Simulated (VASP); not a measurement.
# Bi2Te2O: single point with PBE

Bi2Te2O:

```
CELL_PARAMETERS angstrom
-3.08616 3.08616 5.18591
3.08616 -3.08616 5.18591
3.08616 3.08616 -5.18591
ATOMIC_POSITIONS crystal
Bi 0.79653 0.79653 0.00000
Bi 0.20347 0.20347 0.00000
Te 0.50000 0.50000 0.00000
Te 0.25000 0.75000 0.50000
O 0.00000 0.00000 0.00000
```

The cell was built from a structure type or drawn by symmetry, and may not be a known phase.

* Program: VASP 6.6.1
* Task: single point
* Functional: PBE
* Potentials or basis: VASP PAW PBE potentials, release 64 (Bi_d, Te, O)
* Cutoff: 520 eV
* k mesh: 8 × 8 × 8
* Occupations: gaussian, width 0.1 eV
* Spin: no spin polarisation
* Dipole correction: no
* Further INCAR settings: ALGO = Normal; EDIFF = 1e-06; NBANDS = 32

| Property | Result |
| --- | --- |
| Pressure | 0.0 GPa |
| Largest force | 0.042 eV/Å |
| Band gap on the k mesh | zero (bands 24 and 25 overlap by 0.43 eV) |

Forces on the atoms (eV/Å):
```
Bi   0.000  0.000 -0.042
Bi   0.000  0.000  0.042
Te   0.000  0.000  0.000
Te   0.000  0.000  0.000
O    0.000  0.000  0.000
```

Stress tensor (GPa, compression positive):
```
-0.06  0.00  0.00
 0.00 -0.06  0.00
 0.00  0.00  0.12
```

Levels at points of the mesh, in eV from the Fermi level:
```
           k point  band 20  band 21  band 22  band 23  band 24  band 25  band 26  band 27  band 28  band 29
(0.00, 0.00, 0.00)    -2.72    -1.59    -1.03    -1.03     0.22     0.70     0.70     1.95     3.67     4.32
(0.50, 0.00, 0.00)    -2.41    -1.55    -1.06    -0.91    -0.50     0.16     0.54     0.92     4.20     4.43
(0.50, 0.50, 0.00)    -1.50    -0.95    -0.95    -0.60    -0.41    -0.17     0.78     1.09     1.55     1.85
(0.50, 0.50, 0.50)    -2.23    -1.40    -0.72    -0.72    -0.22     0.56     0.56     2.50     3.89     4.25
```

Wall time 6.4 min on 1 thread of AMD EPYC 7R13 Processor (Zen 3), with other jobs on the host, peak memory 0.54 GiB.

Caveat: spin-orbit coupling is left out, which moves the levels of the heavy elements.
